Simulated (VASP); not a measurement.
BaF2, 3 atoms in the cell. The structure is cubic, space group Fm-3m (No. 225). The conventional cell has a = 6.118 Å, b = 6.118 Å, c = 6.118 Å, α = 90.00°, β = 90.00°, γ = 90.00°. Within 3.5 Å of Ba (site symmetry m-3m) lie 8 F at 2.65 Å. F (site symmetry -43m) has 4 Ba at 2.65 Å and 6 F at 3.06 Å within 3.5 Å. 

```yaml
Program: VASP 6.6.1
Task: single point
Functional: PBE
Potentials_or_basis: VASP PAW PBE potentials, release 64 (Ba_sv, F)
Cutoff: 600 eV
k_mesh: 6 × 6 × 6
Occupations: gaussian, width 0.02 eV
Spin: no spin polarisation
Dipole_correction: no
Further_INCAR_settings: ALGO = Normal; EDIFF = 1e-06; NBANDS = 19
```

Potentials or basis: VASP PAW PBE potentials, release 64 (Ba_sv, F).

Command:

```console
$ cat potpaw_PBE.64/Ba_sv/POTCAR potpaw_PBE.64/F/POTCAR > POTCAR
$ mpirun -np 1 vasp_std > vasp.out
```

Hardware: 1 thread of AMD EPYC 7R13, with other jobs on the host.

Question: How long does it take, and how much memory?

Answer: Run time: 33 s on 1 thread of AMD EPYC 7R13, on a shared host, peak memory 0.17 GiB. Counts: scf iterations 13, k points 16.
